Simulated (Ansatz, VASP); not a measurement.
One calculation of Zn, two programs

```
Zn
1.0
     2.66480    0.00000    0.00000
    -1.33240    2.30778    0.00000
     0.00000    0.00000    4.89723
Zn
2
Direct
  0.33333 0.66667 0.25000
  0.66667 0.33333 0.75000
```

Change from the starting cell: zz strain of -1 %.

Alike in both runs: task single point; functional PBEsol; k mesh 18 × 18 × 8; occupations fermi-dirac, width 0.03 eV; no spin polarisation.

```csv
,VASP,Ansatz
version,VASP 6.6.1,Ansatz 0.2.0
potentials or method,"VASP PAW PBE potentials, release 64 (Zn), cutoff 520 eV","all-electron LAPW, scalar-relativistic"
```

Ansatz gave:

- pressure (GPa): -4.9
- traceless stress, the component that is largest in VASP (GPa): 1.32

**Question.** Estimate VASP's values.

**Answer.** Pressure (GPa): -4.5; traceless stress, the component that is largest in VASP (GPa): 1.20.

VASP's potentials were made for PBE, not for PBEsol. Ansatz ran all-electron here, and VASP with PAW potentials.
